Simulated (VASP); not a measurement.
# HfSn2S6 (P-31m) in VASP: settings compared

Aim: see how the results for HfSn2S6 move with the level of theory and the settings. Levels: r2SCAN, PBE. Tasks: single point, relaxation of cell and atoms.

Everything below comes from runs of VASP 6.6.1. Logs are shortened: lines on timing, memory, paths and dates and some standing lists are left out, and cuts for length are marked.

## Step 1: The cell of the first run

Symmetry: P-31m, No. 162, trigonal system. The conventional cell has a = 6.413 Å, b = 6.413 Å, c = 6.852 Å, α = 90.00°, β = 90.00°, γ = 120.00°. Hf (site symmetry -3m) has 6 S at 2.59 Å within 3.4 Å. Sn (site symmetry 32) has 6 S at 2.59 Å within 3.4 Å. S (site symmetry m) has 1 Hf at 2.59 Å and 2 Sn at 2.59 Å within 3.4 Å.

## Step 2: Single point, r2SCAN

POSCAR reads:

```
HfSn2S6
1.0
    6.4129871331      0.0000000289      0.0000000000
   -3.2064935915      5.5538097569      0.0000000000
    0.0000000000      0.0000000000      6.8519881000
Hf Sn S
1 2 6
Direct
    0.0000000000      0.0000000000      0.0000000000
    0.3333333333      0.6666666667      0.0000000000
    0.6666666667      0.3333333333      0.0000000000
    0.3325590000      0.0000000000      0.2141060000
    0.0000000000      0.3325590000      0.2141060000
    0.6674410000      0.6674410000      0.2141060000
    0.6674410000      0.0000000000      0.7858940000
    0.3325590000      0.3325590000      0.7858940000
    0.0000000000      0.6674410000      0.7858940000
```

INCAR.step1 reads:

```
SYSTEM = HfSn2S6
PREC = Accurate
ENCUT = 520
ISMEAR = 0
SIGMA = 0.02
LREAL = .False.
LASPH = .True.
NELM = 60
NBANDS = 47
GGA = PE
ALGO = Normal
EDIFF = 1E-4
LWAVE = .True.
LCHARG = .False.
```

INCAR.step2 reads:

```
SYSTEM = HfSn2S6
PREC = Accurate
ENCUT = 520
EDIFF = 1E-6
ISMEAR = 0
SIGMA = 0.02
LREAL = .False.
LASPH = .True.
NELM = 60
ALGO = Normal
ISIF = 2
LWAVE = .False.
LCHARG = .False.
METAGGA = R2SCAN
LMIXTAU = .True.
NBANDS = 47
ISTART = 1
```

KPOINTS reads:

```
Automatic mesh
0
Gamma
  6 6 4
  0 0 0
```

Potentials or basis: VASP PAW PBE potentials, release 64 (Hf_pv, Sn_d, S).

Launch:

```
$ cat potpaw_PBE.64/Hf_pv/POTCAR potpaw_PBE.64/Sn_d/POTCAR potpaw_PBE.64/S/POTCAR > POTCAR
$ cp INCAR.step1 INCAR
$ mpirun -np 1 vasp_std > vasp.out
$ cp INCAR.step2 INCAR
$ mpirun -np 1 vasp_std > vasp.out
```

OUTCAR:

```text
SYSTEM = HfSn2S6
   PREC = Accurate
   ENCUT = 520
   EDIFF = 1E-6
   ISMEAR = 0
   LREAL = .False.
   LASPH = .True.
   NELM = 60
   ISIF = 2
   METAGGA = R2SCAN
   ISTART = 1

 ion  position               nearest neighbor table
   1  0.000  0.000  0.000-   5 2.59   9 2.59   8 2.59   6 2.59   4 2.59   7 2.59   2 3.70   3 3.70
                             2 3.70   3 3.70   3 3.70   2 3.70
   2  0.333  0.667  0.000-   4 2.59   9 2.59   5 2.59   7 2.59   8 2.59   6 2.59   3 3.70   1 3.70
                             3 3.70   1 3.70   1 3.70   3 3.70
   3  0.667  0.333  0.000-   7 2.59   5 2.59   9 2.59   4 2.59   6 2.59   8 2.59   2 3.70   1 3.70
                             2 3.70   1 3.70   1 3.70   2 3.70
   4  0.333  0.000  0.214-   1 2.59   2 2.59   3 2.59
   5  0.000  0.333  0.214-   1 2.59   3 2.59   2 2.59
   6  0.667  0.667  0.214-   1 2.59   3 2.59   2 2.59
   7  0.667  0.000  0.786-   1 2.59   3 2.59   2 2.59
   8  0.333  0.333  0.786-   1 2.59   2 2.59   3 2.59
   9  0.000  0.667  0.786-   1 2.59   2 2.59   3 2.59

  LATTYP: Found a hexagonal cell.
 ALAT       =     6.4129871331
 C/A-ratio  =     1.0684549895

  Lattice vectors:

 A1 = (   6.4129871331,   0.0000000289,   0.0000000000)
 A2 = (  -3.2064935915,   5.5538097569,   0.0000000000)
 A3 = (   0.0000000000,   0.0000000000,   6.8519881000)

Analysis of symmetry for initial positions (statically):
=====================================================================
 Subroutine PRICEL returns:
 Original cell was already a primitive cell.

 Routine SETGRP: Setting up the symmetry group for a
 hexagonal supercell.

 Subroutine GETGRP returns: Found 12 space group operations
 (whereof 12 operations were pure point group operations)
 out of a pool of 24 trial point group operations.

The static configuration has the point symmetry D_3d.

Analysis of symmetry for dynamics (positions and initial velocities):
=====================================================================
 Subroutine PRICEL returns:
 Original cell was already a primitive cell.

 Routine SETGRP: Setting up the symmetry group for a
 hexagonal supercell.

 Subroutine GETGRP returns: Found 12 space group operations
 (whereof 12 operations were pure point group operations)
 out of a pool of 24 trial point group operations.

The dynamic configuration has the point symmetry D_3d.

 Subroutine INISYM returns: Found 12 space group operations
 (whereof 12 operations are pure point group operations),
 and found     1 'primitive' translations

[... 116 lines left out ...]
   TEBEG  =    0.0;   TEEND  =   0.0 temperature during run
   PSTRESS=    0.0 pullay stress
   NELECT =      74.0000    total number of electrons
   NUPDOWN=      -1.0000    fix difference up-down
   EMIN   =  10.00;   EMAX   =-10.00  energy-range for DOS
   EFERMI =   0.00;   METHOD = LEGACY
   ISMEAR =     0;   SIGMA  =   0.02  broadening in eV -4-tet -1-fermi 0-gaus
   EFERMI_NEDOS =   21; number of points for ismear=-14 and -15
   IALGO  =     38    algorithm
   IMIX   =      4    mixing-type and parameters
     AMIX     =   0.40;   BMIX     =  1.00
     AMIX_MAG =   1.60;   BMIX_MAG =  1.00
  volume/ion in A,a.u.               =      27.12       182.99
  Fermi-wavevector in a.u.,A,eV,Ry     =   1.099840  2.078396 16.458253  1.209647
  Thomas-Fermi vector in A             =   2.236241
   LORBIT       =      0    0 simple, 1 ext, 2 COOP (PROOUT), +10 PAW based schemes
   METAGGA = R2SCAN    functional components
   LHFCALC =     F    Hartree Fock is set to
   AEXX    =    0.0000 exact exchange contribution
   IVDW    =     0    specifies the selected vdW correction
   LEPSILON=     F    determine dielectric tensor
   LRPA    =     F    only Hartree local field effects (RPA)
 non-spin polarized calculation
 Gauss-broadening in eV      SIGMA  =   0.02
  energy-cutoff  :      520.00
  volume of cell :      244.04
 maximum number of plane-waves:      6594
   NGX = 23   NGY = 23   NGZ = 25

 number of electron      74.0000004 magnetization

 Free energy of the ion-electron system (eV)
  ---------------------------------------------------
  ext. energy  EPLUGINS =         0.00000000
  ---------------------------------------------------
  free energy    TOTEN  =      -150.44874717 eV

  energy without entropy =     -150.44874717  energy(sigma->0) =     -150.44874717

 E-fermi :   1.9483     XC(G=0):  -9.0444

 val. band max:        1.8454927532   @ k =   0.5000   0.0000   0.0000
 cond. band min:       3.1545049236   @ k =   0.5000   0.0000   0.0000
 fundamental gap:      1.3090121704
 Fermi energy:         1.9482517445

 k-point     1 :       0.0000    0.0000    0.0000
  band No.  band energies     occupation
      1     -29.8021      2.00000
      2     -29.8021      2.00000
      3     -29.7763      2.00000
      4     -19.6277      2.00000
      5     -19.6277      2.00000
      6     -19.6074      2.00000
[... 1189 lines left out ...]
     46       8.0449      0.00000
     47       8.0449      0.00000

------------------------ aborting loop because EDIFF is reached ----------------------------------------

  FORCE on cell =-STRESS in cart. coord.  units (eV):
  Direction    XX          YY          ZZ          XY          YZ          ZX
  --------------------------------------------------------------------------------------
  -------------------------------------------------------------------------------------
  Total       -2.9982385     -2.9982385     -2.9391874     -0.0000000      0.0000000      0.0000000
  in kB      -19.6837931    -19.6837931    -19.2961158     -0.0000000      0.0000000      0.0000000
  external PRESSURE =     -19.5545673 kB  Pullay stress =       0.0000000 kB

 VOLUME and BASIS-vectors are now :
 -----------------------------------------------------------------------------
  energy-cutoff  :      520.00
  volume of cell :      244.04
      direct lattice vectors                 reciprocal lattice vectors
     6.412987133  0.000000029  0.000000000     0.155933573  0.090028291  0.000000000
    -3.206493592  5.553809757  0.000000000    -0.000000001  0.180056581  0.000000000
     0.000000000  0.000000000  6.851988100     0.000000000  0.000000000  0.145943044

 POSITION                                       TOTAL-FORCE (eV/Angst)
 -----------------------------------------------------------------------------------
      0.00000      0.00000      0.00000        -0.000000      0.000000      0.000000
     -0.00000      3.70254      0.00000        -0.000000      0.000000      0.000000
      3.20649      1.85127      0.00000        -0.000000      0.000000     -0.000000
      2.13270      0.00000      1.46705         0.015108      0.000000     -0.255515
     -1.06635      1.84697      1.46705        -0.007554      0.013084     -0.255515
      2.14015      3.70684      1.46705        -0.007554     -0.013084     -0.255515
      4.28029      0.00000      5.38494        -0.015108     -0.000000      0.255515
      1.06635      1.84697      5.38494         0.007554      0.013084      0.255515
     -2.14015      3.70684      5.38494         0.007554     -0.013084      0.255515
 -----------------------------------------------------------------------------------
    total drift:                               -0.000000      0.000000      0.000000

  FREE ENERGIE OF THE ION-ELECTRON SYSTEM (eV)
  ---------------------------------------------------
  free  energy   TOTEN  =      -150.4487471747 eV

  energy  without entropy=     -150.4487471747  energy(sigma->0) =     -150.44874717
```

OUTCAR.step1:

```text
SYSTEM = HfSn2S6
   PREC = Accurate
   ENCUT = 520
   ISMEAR = 0
   LREAL = .False.
   LASPH = .True.
   NELM = 60
[... 1448 lines left out ...]
      4.28029      0.00000      5.38494         0.035454      0.000000      0.033165
      1.06635      1.84697      5.38494        -0.017727     -0.030704      0.033165
     -2.14015      3.70684      5.38494        -0.017727      0.030704      0.033165
 -----------------------------------------------------------------------------------
    total drift:                               -0.000000      0.000000      0.000000

  FREE ENERGIE OF THE ION-ELECTRON SYSTEM (eV)
  ---------------------------------------------------
  free  energy   TOTEN  =       -48.7850747757 eV

  energy  without entropy=      -48.7850747757  energy(sigma->0) =      -48.78507478
```

It took 8.7 min on 1 thread of Intel Xeon 6975P-C (Granite Rapids), shared host; peak memory 0.51 GiB.

What came out:

- Free energy: -150.4487 eV
- Pressure: -2.0 GPa
- Largest force: 0.256 eV/Å
- Band gap on the k mesh: 1.31 eV

Forces on the atoms (eV/Å):
```
Hf   0.000  0.000  0.000
Sn   0.000  0.000  0.000
Sn   0.000  0.000  0.000
S    0.015  0.000 -0.256
S   -0.008  0.013 -0.256
S   -0.008 -0.013 -0.256
S   -0.015  0.000  0.256
S    0.008  0.013  0.256
S    0.008 -0.013  0.256
```

Caveat: the PAW data sets were made with another functional, which shifts forces and pressure a little; spin-orbit coupling is left out, which moves the levels of the heavy elements.

## Step 3: Relaxation of cell and atoms, PBE

INCAR reads:

```
  PREC = Accurate
  ENCUT = 600
  EDIFF = 1E-6
  ISMEAR = 0
  SIGMA = 0.02
  LREAL = False
  LASPH = True
  NELM = 80
  ALGO = Normal
  ISIF = 3
  LWAVE = False
  LCHARG = False
  GGA = PE
  IBRION = 2
  NSW = 100
  EDIFFG = -0.01
```

KPOINTS reads:

```
regular mesh
0
Gamma
  6 6 4
```

POSCAR reads:

```
HfSn2S6
1.0
    6.4129871000      0.0000000000      0.0000000000
   -3.2064936000      5.5538098000      0.0000000000
    0.0000000000      0.0000000000      6.8519881000
Hf Sn S
1 2 6
Direct
    0.0000000000      0.0000000000      0.0000000000
    0.3333333000      0.6666667000      0.0000000000
    0.6666667000      0.3333333000      0.0000000000
    0.3325590000      0.0000000000      0.2141060000
    0.0000000000      0.3325590000      0.2141060000
    0.6674410000      0.6674410000      0.2141060000
    0.6674410000      0.0000000000      0.7858940000
    0.3325590000      0.3325590000      0.7858940000
    0.0000000000      0.6674410000      0.7858940000
```

Potentials or basis: VASP PAW PBE potentials, release 64 (Hf_pv, Sn_d, S).

Launch:

```
$ cat potpaw_PBE.64/Hf_pv/POTCAR potpaw_PBE.64/Sn_d/POTCAR potpaw_PBE.64/S/POTCAR > POTCAR
$ mpirun -np 1 vasp_std > vasp.out
```

OUTCAR:

```text
PREC = Accurate
   ENCUT = 600
   EDIFF = 1E-6
   ISMEAR = 0
   LREAL = False
   LASPH = True
   NELM = 80
   ISIF = 3
   GGA = PE
   IBRION = 2
   NSW = 100
   EDIFFG = -0.01

 ion  position               nearest neighbor table
   1  0.000  0.000  0.000-   4 2.59   7 2.59   6 2.59   8 2.59   5 2.59   9 2.59   2 3.70   3 3.70
                             3 3.70   2 3.70   3 3.70   2 3.70
   2  0.333  0.667  0.000-   9 2.59   4 2.59   7 2.59   5 2.59   6 2.59   8 2.59   3 3.70   1 3.70
                             3 3.70   1 3.70   1 3.70   3 3.70
   3  0.667  0.333  0.000-   5 2.59   7 2.59   4 2.59   9 2.59   8 2.59   6 2.59   2 3.70   1 3.70
                             2 3.70   1 3.70   1 3.70   2 3.70
   4  0.333  0.000  0.214-   1 2.59   2 2.59   3 2.59
   5  0.000  0.333  0.214-   1 2.59   3 2.59   2 2.59
   6  0.667  0.667  0.214-   1 2.59   2 2.59   3 2.59
   7  0.667  0.000  0.786-   1 2.59   3 2.59   2 2.59
[... 210 lines left out ...]
  Total       -0.3776943     -0.3776943     -0.1646123      0.0000000      0.0000000      0.0000000
  in kB       -2.4796079     -2.4796080     -1.0806992      0.0000000      0.0000000      0.0000000
  external PRESSURE =      -2.0133050 kB  Pullay stress =       0.0000000 kB
[... 159 lines left out ...]
--------------------------------------- Ionic step        5  -------------------------------------------

 number of electron      74.0000005 magnetization

 Free energy of the ion-electron system (eV)
  ---------------------------------------------------
  ext. energy  EPLUGINS =         0.00000000
  ---------------------------------------------------
  free energy    TOTEN  =       -48.78703983 eV

  energy without entropy =      -48.78703983  energy(sigma->0) =      -48.78703983

 E-fermi :   2.3211     XC(G=0):  -8.5520

 val. band max:        2.1443097054   @ k =   0.5000  -0.0000   0.0000
 cond. band min:       3.1214918521   @ k =   0.5000  -0.0000   0.0000
 fundamental gap:      0.9771821468
 Fermi energy:         2.3211069753

 k-point     1 :       0.0000    0.0000    0.0000
  band No.  band energies     occupation
      1     -28.3605      2.00000
      2     -28.3605      2.00000
      3     -28.3350      2.00000
      4     -18.6756      2.00000
      5     -18.6756      2.00000
      6     -18.6589      2.00000
[... 1153 lines left out ...]
  FREE ENERGIE OF THE ION-ELECTRON SYSTEM (eV)
  ---------------------------------------------------
  free  energy   TOTEN  =       -48.7870398273 eV

  energy  without entropy=      -48.7870398273  energy(sigma->0) =      -48.78703983

 reached required accuracy - stopping structural energy minimisation
```

OSZICAR:

```text
N       E                     dE             d eps       ncg     rms          rms(c)
DAV:   1     0.798259801364E+03    0.79826E+03   -0.36024E+04  2140   0.197E+03
[... 41 lines left out ...]
       N       E                     dE             d eps       ncg     rms          rms(c)
DAV:   1    -0.487872456994E+02   -0.27376E-03   -0.19285E-02  2164   0.666E-01    0.138E-01
DAV:   2    -0.487871169626E+02    0.12874E-03   -0.15970E-03  2608   0.278E-01    0.106E-01
DAV:   3    -0.487870710954E+02    0.45867E-04   -0.14546E-04  2828   0.701E-02    0.493E-02
DAV:   4    -0.487870474690E+02    0.23626E-04   -0.23313E-05  2624   0.300E-02    0.220E-02
DAV:   5    -0.487870396391E+02    0.78298E-05   -0.16621E-05  2868   0.266E-02    0.565E-03
DAV:   6    -0.487870398273E+02   -0.18814E-06   -0.49380E-06  1948   0.172E-02
   5 F= -.48787040E+02 E0= -.48787040E+02  d E =-.234090E-03
```

CONTCAR:

```text
HfSn2S6
   1.00000000000000
     6.4025073592153312    0.0000000000943243    0.0000000000000000
    -3.2012537294442711    5.5447340779275818   -0.0000000000000000
    -0.0000000000000000    0.0000000000000000    6.8578568318242787
  Hf              Sn              S
     1     2     6
Direct
     0.0000000000000000    0.0000000000000000    0.0000000000000000
     0.3333332999999996    0.6666667000000004    0.0000000000000000
     0.6666667000000004    0.3333332999999996    0.0000000000000000
     0.3320721550432885    0.9999999999999990    0.2140454384403587
     0.0000000000000005    0.3320721550432914    0.2140454384403587
     0.6679278449567111    0.6679278449567096    0.2140454384403587
     0.6679278449567115    0.0000000000000010    0.7859545615596413
     0.3320721550432890    0.3320721550432904    0.7859545615596413
     0.9999999999999997    0.6679278449567085    0.7859545615596413

  0.00000000E+00  0.00000000E+00  0.00000000E+00
  0.00000000E+00  0.00000000E+00  0.00000000E+00
  0.00000000E+00  0.00000000E+00  0.00000000E+00
  0.00000000E+00  0.00000000E+00  0.00000000E+00
  0.00000000E+00  0.00000000E+00  0.00000000E+00
  0.00000000E+00  0.00000000E+00  0.00000000E+00
  0.00000000E+00  0.00000000E+00  0.00000000E+00
  0.00000000E+00  0.00000000E+00  0.00000000E+00
  0.00000000E+00  0.00000000E+00  0.00000000E+00
```

Wall time 28 min (1 thread of Oxide Virtual Turin-like, shared host); peak memory 0.58 GiB.

What came out:

```yaml
Free_energy: -48.7870 eV
Relaxed_volume: 27.05 Å³/atom
Relaxed_cell: a = 6.403 Å, b = 6.403 Å, c = 6.858 Å, α = 90.00°, β = 90.00°, γ = 120.00°
Space_group_after_relaxing_to_0.1_Å: P-31m (No. 162)
Energy_gained_by_relaxing: 0.1 meV/atom
Ionic_steps: 5
Pressure_after_relaxing: 0.0 GPa
Largest_force_after_relaxing: 0.006 eV/Å
Band_gap_on_the_k_mesh: 0.98 eV
```

Forces on the atoms (eV/Å):
```
Hf   0.000  0.000  0.000
Sn   0.000  0.000  0.000
Sn   0.000  0.000  0.000
S    0.001  0.000 -0.006
S    0.000  0.001 -0.006
S    0.000 -0.001 -0.006
S   -0.001  0.000  0.006
S    0.000  0.001  0.006
S    0.000 -0.001  0.006
```

Step by step:
| step | energy change (eV) | largest force (eV/Å) | pressure (GPa) | volume (Å³) |
| --- | --- | --- | --- | --- |
| 1 | 0.0000 | 0.0428 | -0.20 | 244.04 |
| 2 | -0.0003 | 0.0341 | 0.21 | 242.84 |
| 3 | -0.0007 | 0.0203 | 0.04 | 243.34 |
| 4 | -0.0008 | 0.0098 | 0.02 | 243.39 |
| 5 | -0.0009 | 0.0057 | 0.01 | 243.46 |

Final structure:
```xyz
9
Lattice="6.4025 0.0000 0.0000 -3.2013 5.5447 0.0000 0.0000 0.0000 6.8579" Properties=species:S:1:pos:R:3 pbc="T T T"
Hf    0.0000    0.0000    0.0000
Sn    0.0000    3.6965    0.0000
Sn    3.2013    1.8482    0.0000
S    -1.0752    5.5447    1.4679
S    -1.0630    1.8413    1.4679
S     2.1382    3.7035    1.4679
S     4.2764    0.0000    5.3900
S     1.0630    1.8413    5.3900
S     4.2643    3.7035    5.3900
```

Caveat: spin-orbit coupling is left out, which moves the levels of the heavy elements; this functional lacks dispersion, which binds the layers, so the pressure and a relaxed spacing across them are unreliable. A k mesh can miss the band edges.
